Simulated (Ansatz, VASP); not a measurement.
**Ta2C: VASP beside Ansatz**

Contents of INCAR:

```
PREC = Accurate ; ENCUT = 520
EDIFF = 1E-6 ; ISMEAR = 0
SIGMA = 0.15 ; LREAL = F
LASPH = T ; NELM = 100
ALGO = Normal ; ISIF = 2
LWAVE = F ; LCHARG = F
GGA = PS ; NBANDS = 20
```

KPOINTS

```
regular mesh
0
Gamma
  18 18 10
```

The input POSCAR:

```
Ta2C
1.0
    2.9405356692      0.0000000000      0.0000000000
   -1.4702678346      2.5465785903      0.0000000000
    0.0000000000      0.0000000000      4.6750262656
Ta C
2 1
Direct
    0.3333333333      0.6666666667      0.2528761934
    0.6666666667      0.3333333333      0.7471238066
    0.0000000000      0.0000000000      0.0000000000
```

Input for Ansatz:

```yaml
crystal:
  lattice:
    - [2.9405356692, 0.0, 0.0]
    - [-1.4702678346, 2.5465785903, 0.0]
    - [0.0, 0.0, 4.6750262656]
  atoms:
    - { symbol: Ta, position: [0.3333333333, 0.6666666667, 0.2528761934] }
    - { symbol: Ta, position: [0.6666666667, 0.3333333333, 0.7471238066] }
    - { symbol: C, position: [0.0, 0.0, 0.0] }
basis:
  ecutwfc: 420
kpoints:
  mp_grid: { grid: [18, 18, 10] }
hamiltonian:
  xc: pbesol
scf:
  occupations: { method: gaussian, width: 0.15 }
output:
  forces: true
  stress: true
  eigenvalues: true
```

Change from the starting cell: strain -0.050 along x and y, -0.050 along z, atoms carried along.

Alike in both runs: task single point; functional PBEsol; k mesh 18 × 18 × 10; occupations gaussian, width 0.15 eV; no spin polarisation.

```csv
,VASP,Ansatz
version,VASP 6.6.1,Ansatz 0.2.0
potentials or method,"VASP PAW PBE potentials, release 64 (Ta_pv, C), cutoff 520 eV","scalar-relativistic, plane waves, PAW"
valence electrons in the cell,26,30
```

Ansatz gave:

| Item | Value |
| --- | --- |
| gap on the k mesh at the Fermi level (eV) | none |
| pressure (GPa) | 61.0 |
| traceless stress, the component that is largest in VASP (GPa) | 1.45 |
| rms of the force components (eV/Å) | 0.820 |

Question: What did VASP give for the same quantities?

Answer: gap on the k mesh at the Fermi level (eV): none; pressure (GPa): 62.2; traceless stress, the component that is largest in VASP (GPa): 1.41; rms of the force components (eV/Å): 0.859.

VASP's potentials were made for PBE, not for PBEsol. Atom by atom the forces differ by 0.039 eV/Å (rms over components). A gap of «none» marks a metal or a gap that the smearing closes. Both programs put the cell under a high pressure, so it lies far from rest at this level. VASP's potentials hold 26 valence electrons a cell and Ansatz's 30, so a difference there can come from the potentials and not from the codes.

Spin-orbit coupling is off throughout. Noted on VASP's run: the cell as given lies far from equilibrium.
